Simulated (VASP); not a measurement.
# Sr (P6_3/mmc) in VASP: a series of runs

Sr is run at these levels: r2SCAN; tasks: single point.

All numbers are computed with VASP 6.6.1; they aren't measurements. Logs are shortened: lines on timing, memory, paths and dates and some standing lists are left out, and cuts for length are marked.

## Step 1: The cell of the first run

The structure is hexagonal, space group P6_3/mmc (No. 194). Conventional cell: a = 4.181 Å, b = 4.181 Å, c = 6.838 Å, α = 90.00°, β = 90.00°, γ = 120.00°. Sr (site symmetry -6m2) has 12 Sr at 4.18 to 4.19 Å within 5.5 Å.

This isn't the form of Sr at room conditions, which is fcc.

## Step 2: Single point, r2SCAN (strain -0.030 along x and y, -0.030 along z)

Contents of POSCAR:

```
Sr
1.0
    4.1807002141      0.0000000000      0.0000000000
   -2.0903501071      3.6205925910      0.0000000000
    0.0000000000      0.0000000000      6.8385000000
Sr
2
Direct
    0.3333333333      0.6666666667      0.2500000000
    0.6666666667      0.3333333333      0.7500000000
```

Contents of INCAR.step1:

```
SYSTEM = Sr
ALGO = Normal
EDIFF = 1E-4
ENCUT = 520
GGA = PE
ISMEAR = 0
LASPH = .True.
LCHARG = .False.
LREAL = .False.
LWAVE = .True.
NBANDS = 17
NELM = 100
PREC = Accurate
SIGMA = 0.15
```

Contents of INCAR.step2:

```
SYSTEM = Sr
ALGO = Normal
EDIFF = 1E-6
ENCUT = 520
ISIF = 2
ISMEAR = 0
ISTART = 1
LASPH = .True.
LCHARG = .True.
LELF = .True.
LMIXTAU = .True.
LREAL = .False.
LVHAR = .True.
LWAVE = .False.
METAGGA = R2SCAN
NBANDS = 17
NELM = 100
PREC = Accurate
SIGMA = 0.15
```

Contents of KPOINTS:

```
k-points
0
Gamma
  12 12 8
  0 0 0
```

Potentials or basis: VASP PAW PBE potentials, release 64 (Sr_sv).

The run is started by

```bash
$ cat potpaw_PBE.64/Sr_sv/POTCAR > POTCAR
$ cp INCAR.step1 INCAR
$ mpirun -np 1 vasp_std > vasp.out
$ cp INCAR.step2 INCAR
$ mpirun -np 1 vasp_std > vasp.out
```

OUTCAR:

```text
SYSTEM = Sr
   EDIFF = 1E-6
   ENCUT = 520
   ISIF = 2
   ISMEAR = 0
   ISTART = 1
   LASPH = .True.
   LREAL = .False.
   METAGGA = R2SCAN
   NELM = 100
   PREC = Accurate

 ion  position               nearest neighbor table
   1  0.333  0.667  0.250-   2 4.19   2 4.19   2 4.19   2 4.19   2 4.19   2 4.19
   2  0.667  0.333  0.750-   1 4.19   1 4.19   1 4.19   1 4.19   1 4.19   1 4.19

  LATTYP: Found a hexagonal cell.
 ALAT       =     4.1807002141
 C/A-ratio  =     1.6357307747

  Lattice vectors:

 A1 = (   4.1807002141,   0.0000000000,   0.0000000000)
 A2 = (  -2.0903501071,   3.6205925910,   0.0000000000)
 A3 = (   0.0000000000,   0.0000000000,   6.8385000000)

Analysis of symmetry for initial positions (statically):
=====================================================================
 Subroutine PRICEL returns:
 Original cell was already a primitive cell.

 Routine SETGRP: Setting up the symmetry group for a
 hexagonal supercell.

 Subroutine GETGRP returns: Found 24 space group operations
 (whereof 12 operations were pure point group operations)
 out of a pool of 24 trial point group operations.

The static configuration has the point symmetry D_3d.
 The point group associated with its full space group is D_6h.

Analysis of symmetry for dynamics (positions and initial velocities):
=====================================================================
 Subroutine PRICEL returns:
 Original cell was already a primitive cell.

 Routine SETGRP: Setting up the symmetry group for a
 hexagonal supercell.

 Subroutine GETGRP returns: Found 24 space group operations
 (whereof 12 operations were pure point group operations)
 out of a pool of 24 trial point group operations.

The dynamic configuration has the point symmetry D_3d.
 The point group associated with its full space group is D_6h.

 Subroutine INISYM returns: Found 24 space group operations
 (whereof 12 operations are pure point group operations),
 and found     1 'primitive' translations

----------------------------------------------------------------------------------------

                                     Primitive cell

  volume of cell :     103.5117

  direct lattice vectors                    reciprocal lattice vectors
     4.180700214  0.000000000  0.000000000     0.239194381  0.138098940  0.000000000
    -2.090350107  3.620592591  0.000000000     0.000000000  0.276197881  0.000000000
     0.000000000  0.000000000  6.838500000     0.000000000  0.000000000  0.146230899

  length of vectors
     4.180700214  4.180700214  6.838500000     0.276197881  0.276197881  0.146230899

  position of ions in fractional coordinates (direct lattice)
     0.333333333  0.666666667  0.250000000
     0.666666667  0.333333333  0.750000000

  ion indices of the primitive-cell ions
   primitive index   ion index
                 1           1
                 2           2

----------------------------------------------------------------------------------------

 KPOINTS: k-points

Automatic generation of k-mesh.
 Grid dimensions read from file:
 generate k-points for:   12   12    8

 Generating k-lattice:

  Cartesian coordinates                     Fractional coordinates (reciprocal lattice)
     0.019932865  0.011508245  0.000000000     0.083333333 -0.000000000  0.000000000
     0.000000000  0.023016490  0.000000000     0.000000000  0.083333333  0.000000000
     0.000000000  0.000000000  0.018278862     0.000000000  0.000000000  0.125000000

  Length of vectors
     0.023016490  0.023016490  0.018278862

  Shift w.r.t. Gamma in fractional coordinates (k-lattice)
     0.000000000  0.000000000  0.000000000

 Subroutine IBZKPT returns following result:
 ===========================================

 Found     95 irreducible k-points:

 Following reciprocal coordinates:
            Coordinates               Weight
  0.000000  0.000000  0.000000      1.000000
  0.083333  0.000000  0.000000      6.000000
  0.166667 -0.000000  0.000000      6.000000
  0.250000 -0.000000  0.000000      6.000000
  0.333333 -0.000000  0.000000      6.000000
  0.416667 -0.000000  0.000000      6.000000
[... 16 lines left out ...]
  0.250000 -0.000000  0.125000     12.000000
  0.333333 -0.000000  0.125000     12.000000
 [... further k-points ...]
   k-points           NKPTS =     95   k-points in BZ     NKDIM =     95   number of bands    NBANDS=     17
   number of dos      NEDOS =    301   number of ions     NIONS =      2
   total plane-waves  NPLWV =  55296
   dimension x,y,z NGX =    32 NGY =   32 NGZ =   54
   dimension x,y,z NGXF=    64 NGYF=   64 NGZF=  108
   ions per type =               2
   NGX,Y,Z   is equivalent  to a cutoff of  12.72, 12.72, 13.13 a.u.
   NGXF,Y,Z  is equivalent  to a cutoff of  25.45, 25.45, 26.26 a.u.
 SYSTEM =  Sr
   PREC   = accura    normal or accurate (medium, high low for compatibility)
   ISTART =      1    job   : 0-new  1-cont  2-samecut
   ICHARG =      0    charge: 1-file 2-atom 10-const
   ISPIN  =      1    spin polarized calculation?
   LNONCOLLINEAR =      F non collinear calculations
   LSORBIT =      F    spin-orbit coupling
   LASPH  =      T    aspherical Exc in radial PAW
   ENCUT  =  520.0 eV  38.22 Ry    6.18 a.u.   7.77  7.77 12.72*2*pi/ulx,y,z
   NELM   =    100;   NELMIN=  2; NELMDL=  0     # of ELM steps
   EDIFF  = 0.1E-05   stopping-criterion for ELM
   LREAL  =      F    real-space projection
   EDIFFG = 0.1E-04   stopping-criterion for IOM
   NSW    =      0    number of steps for IOM
   IBRION =     -1    ionic relax: 0-MD 1-quasi-New 2-CG
   NFREE  =      0    steps in history (QN), initial steepest desc. (CG)
   ISIF   =      2    stress and relaxation
   ISYM   =      2    0-nonsym 1-usesym 2-fastsym
   POTIM  = 0.5000    time-step for ionic-motion
   TEBEG  =    0.0;   TEEND  =   0.0 temperature during run
   PSTRESS=    0.0 pullay stress
   NELECT =      20.0000    total number of electrons
   NUPDOWN=      -1.0000    fix difference up-down
   EMIN   =  10.00;   EMAX   =-10.00  energy-range for DOS
   EFERMI =   0.00;   METHOD = LEGACY
   ISMEAR =     0;   SIGMA  =   0.15  broadening in eV -4-tet -1-fermi 0-gaus
   EFERMI_NEDOS =   21; number of points for ismear=-14 and -15
   IALGO  =     38    algorithm
   IMIX   =      4    mixing-type and parameters
     AMIX     =   0.40;   BMIX     =  1.00
     AMIX_MAG =   1.60;   BMIX_MAG =  1.00
  volume/ion in A,a.u.               =      51.76       349.27
  Fermi-wavevector in a.u.,A,eV,Ry     =   0.946430  1.788493 12.187133  0.895729
  Thomas-Fermi vector in A             =   2.074427
   LORBIT       =      0    0 simple, 1 ext, 2 COOP (PROOUT), +10 PAW based schemes
   METAGGA = R2SCAN    functional components
   LHFCALC =     F    Hartree Fock is set to
   AEXX    =    0.0000 exact exchange contribution
   IVDW    =     0    specifies the selected vdW correction
   LEPSILON=     F    determine dielectric tensor
   LRPA    =     F    only Hartree local field effects (RPA)
 non-spin polarized calculation
 Gauss-broadening in eV      SIGMA  =   0.15
  energy-cutoff  :      520.00
  volume of cell :      103.51
 maximum number of plane-waves:      2816
 NGX is ok and might be reduce to    32
   NGX = 15   NGY = 15   NGZ = 25

 number of electron      20.0000000 magnetization

 Free energy of the ion-electron system (eV)
  ---------------------------------------------------
  ext. energy  EPLUGINS =         0.00000000
  ---------------------------------------------------
  free energy    TOTEN  =       -30.15800516 eV

  energy without entropy =      -30.13159986  energy(sigma->0) =      -30.14480251

 E-fermi :   1.8560     XC(G=0):  -7.9921

 val. band max:        1.8551034903   @ k =   0.2500   0.0833   0.0000
 cond. band min:       1.8565310612   @ k =   0.3333   0.1667   0.0000
 fundamental gap:      0.0014275709
 Fermi energy:         1.8560348048

 k-point     1 :       0.0000    0.0000    0.0000
  band No.  band energies     occupation
      1     -36.0662      2.00000
      2     -36.0461      2.00000
      3     -17.5601      2.00000
      4     -17.3505      2.00000
      5     -17.3505      2.00000
      6     -17.3171      2.00000
[... 9 lines left out ...]
     16       5.0023      0.00000
     17       5.5842      0.00000

 k-point     2 :       0.0833    0.0000    0.0000
  band No.  band energies     occupation
      1     -36.0650      2.00000
      2     -36.0455      2.00000
      3     -17.5544      2.00000
      4     -17.3635      2.00000
      5     -17.3546      2.00000
      6     -17.3307      2.00000
[... 9 lines left out ...]
     16       5.1080      0.00000
     17       5.3515      0.00000

 k-point     3 :       0.1667   -0.0000    0.0000
  band No.  band energies     occupation
      1     -36.0617      2.00000
      2     -36.0439      2.00000
      3     -17.5380      2.00000
      4     -17.3994      2.00000
      5     -17.3671      2.00000
      6     -17.3655      2.00000
[... 9 lines left out ...]
     16       5.0751      0.00000
     17       5.1582      0.00000

 k-point     4 :       0.2500   -0.0000    0.0000
  band No.  band energies     occupation
      1     -36.0569      2.00000
      2     -36.0419      2.00000
      3     -17.5135      2.00000
      4     -17.4487      2.00000
      5     -17.4153      2.00000
      6     -17.3799      2.00000
[... 9 lines left out ...]
     16       5.4084      0.00000
     17       5.4512      0.00000
[... 343 lines left out ...]
      1     -36.0610      2.00000
      2     -36.0446      2.00000
      3     -17.5312      2.00000
      4     -17.3969      2.00000
      5     -17.3721      2.00000
      6     -17.3640      2.00000
[... 9 lines left out ...]
     16       5.1696      0.00000
     17       5.3543      0.00000

 k-point    23 :       0.2500   -0.0000    0.1250
  band No.  band energies     occupation
      1     -36.0563      2.00000
      2     -36.0425      2.00000
      3     -17.5119      2.00000
      4     -17.4429      2.00000
      5     -17.4198      2.00000
      6     -17.3781      2.00000
[... 9 lines left out ...]
     16       5.4181      0.00000
     17       5.5280      0.00000

 k-point    24 :       0.3333   -0.0000    0.1250
  band No.  band energies     occupation
      1     -36.0514      2.00000
      2     -36.0407      2.00000
      3     -17.5119      2.00000
      4     -17.4736      2.00000
      5     -17.4584      2.00000
      6     -17.3919      2.00000
[... 9 lines left out ...]
     16       5.9221      0.00000
     17       6.0086      0.00000

 [... further k-points ...]
[... 5 lines left out ...]
  --------------------------------------------------------------------------------------
  -------------------------------------------------------------------------------------
  Total        0.8295842      0.8295842      1.0313636     -0.0000000     -0.0000000      0.0000000
  in kB       12.8404870     12.8404870     15.9636739     -0.0000000     -0.0000000      0.0000000
  external PRESSURE =      13.8815493 kB  Pullay stress =       0.0000000 kB

 VOLUME and BASIS-vectors are now :
 -----------------------------------------------------------------------------
  energy-cutoff  :      520.00
  volume of cell :      103.51
      direct lattice vectors                 reciprocal lattice vectors
     4.180700214  0.000000000  0.000000000     0.239194381  0.138098940  0.000000000
    -2.090350107  3.620592591  0.000000000     0.000000000  0.276197881  0.000000000
     0.000000000  0.000000000  6.838500000     0.000000000  0.000000000  0.146230899

 POSITION                                       TOTAL-FORCE (eV/Angst)
 -----------------------------------------------------------------------------------
     -0.00000      2.41373      1.70962         0.000000     -0.000000      0.000000
      2.09035      1.20686      5.12887        -0.000000      0.000000      0.000000
 -----------------------------------------------------------------------------------
    total drift:                                0.000000     -0.000000      0.000000

  FREE ENERGIE OF THE ION-ELECTRON SYSTEM (eV)
  ---------------------------------------------------
  free  energy   TOTEN  =       -30.1580051626 eV

  energy  without entropy=      -30.1315998597  energy(sigma->0) =      -30.14480251
```

It took 4.6 min on 1 thread of AMD EPYC 9R45 (Zen 5), shared host; peak memory 0.3 GiB.

Results:

```yaml
Free_energy: -30.1580 eV
Pressure: 1.4 GPa
Band_gap_on_the_k_mesh: zero (bands 10 and 11 overlap by 0.33 eV)
```

Stress tensor (GPa, compression positive):
```
1.28 0.00 0.00
0.00 1.28 0.00
0.00 0.00 1.60
```

Caveat: the cell differs from its parent crystal (strain -0.030 along x and y, -0.030 along z); the PAW data sets were made with another functional, which shifts forces and pressure a little.

[end of part 1 of 2]
